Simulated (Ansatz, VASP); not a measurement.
## One calculation of RhN, two programs

```xyz
2
Lattice="2.9628 0.0000 0.0000 -1.4814 2.5659 0.0000 0.0000 0.0000 2.8916" Properties=species:S:1:pos:R:3 pbc="T T T"
Rh    0.0000    0.0000    0.0000
N     1.4814    0.8553    1.4458
```

Alike in both runs: task single point; functional PBE; k mesh 7 × 7 × 7; occupations gaussian, width 0.05 eV; collinear spin; Hubbard terms Rh d U = 7.0 eV.

```csv
,VASP,Ansatz
version,VASP 6.6.1,Ansatz 0.2.0
potentials or method,"VASP PAW PBE potentials, release 64 (Rh_pv, N), cutoff 520 eV","all-electron LAPW, scalar-relativistic"
```

```csv
,VASP,Ansatz,Ansatz less VASP
gap on the k mesh at the Fermi level (eV),none,none,-
pressure (GPa),-0.3,10.1,+10.36
"traceless stress, the component that is largest in VASP (GPa)",-0.71,1.96,+2.669
net moment per atom (μB),0.21,0.19,-0.023
size of the moment on the site where the two differ most (μB),0.48,0.65,+0.161
```

Site moments also hang on the region over which each program counts them. The programs project onto different local orbitals, so the same U acts differently, and such runs can settle in different states. A gap of «none» marks a metal or a gap that the smearing closes. Ansatz ran all-electron here, and VASP with PAW potentials.

Noted on Ansatz's run: the k mesh is thin for a metal, which can move the energy by tens of meV per atom; U is the effective U less J, on atomic orbitals that reach past the spheres.
